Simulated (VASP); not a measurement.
Set up this calculation in VASP 6.6.1, as the native input.

```
Task                   : single point
Functional             : PBEsol
Potentials or basis    : VASP PAW PBE potentials, release 64 (C)
Cutoff                 : 600 eV
k mesh                 : 12 × 12 × 4
Occupations            : gaussian, width 0.1 eV
Spin                   : collinear spin
Starting moments       : [1.0, 1.0, 1.0, 1.0] μB
Dipole correction      : no
Further INCAR settings : ALGO = Normal; EDIFF = 1e-06; NBANDS = 20
```

The structure of C lies in POSCAR:

```
C
1.0
    1.2280479700     -2.1270618200      0.0000000000
    1.2280479700      2.1270618200      0.0000000000
    0.0000000000      0.0000000000      7.1732677600
C
4
Direct
    0.0833794600      0.9166205400      0.7531376000
    0.5833794600      0.4166205400      0.2468624000
    0.9166205400      0.0833794600      0.2468624000
    0.4166205400      0.5833794600      0.7531376000
```

These files were run (other wordings do the same):

INCAR

```
SYSTEM = C
ALGO = Normal ; EDIFF = 1E-6
ENCUT = 600 ; GGA = PS
GGA_COMPAT = .False. ; ISIF = 2
ISMEAR = 0 ; ISPIN = 2
LASPH = .True. ; LCHARG = .False.
LORBIT = 11 ; LREAL = .False.
LWAVE = .False. ; MAGMOM = 1 1 1 1
NBANDS = 20 ; NELM = 200
PREC = Accurate ; SIGMA = 0.1
```

KPOINTS

```
k-points
0
Gamma
  12 12 4
  0 0 0
```

Potentials or basis: VASP PAW PBE potentials, release 64 (C).

The run is started by

```console
$ cat potpaw_PBE.64/C/POTCAR > POTCAR
$ mpirun -np 1 vasp_std > vasp.out
```

Results of the run:

```
Pressure                                              : 1.2 GPa
Largest force                                         : 0.025 eV/Å
Net moment                                            : 0.00 μB per cell
Valence electrons inside the program's atomic spheres : C 2.65
```

Caveat: this functional lacks dispersion, which binds layers or chains, so the pressure and a relaxed spacing across them are unreliable; the PAW data sets were made with another functional, which shifts forces and pressure a little.

It took 3.5 min on 1 thread of Oxide Virtual Turin-like Processor, on a shared host, peak memory 0.24 GiB.
